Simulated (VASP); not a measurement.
A run of VASP 6.6.1 is set up as follows.

INCAR

```
  ALGO = Normal
  EDIFF = 1E-6
  ENCUT = 520
  GGA = PE
  ISIF = 2
  ISMEAR = -1
  IVDW = 13
  LASPH = T
  LCHARG = F
  LREAL = F
  LWAVE = F
  NBANDS = 8
  NELM = 100
  PREC = Accurate
  SIGMA = 0.05
```

The input KPOINTS:

```
k-points
0
Gamma
  11 11 11
```

File POSCAR:

```
Li
1.0
   -1.7106783962      1.7106783962      1.7106783962
    1.7106783962     -1.7106783962      1.7106783962
    1.7106783962      1.7106783962     -1.7106783962
Li
1
Direct
    0.0000000000      0.0000000000      0.0000000000
```

Potentials or basis: VASP PAW PBE potentials, release 64 (Li_sv).

Command:

```sh
$ cat potpaw_PBE.64/Li_sv/POTCAR > POTCAR
$ mpirun -np 1 vasp_std > vasp.out
```

Question: What does it give for the dispersion energy per atom?

Answer: -0.020 eV.
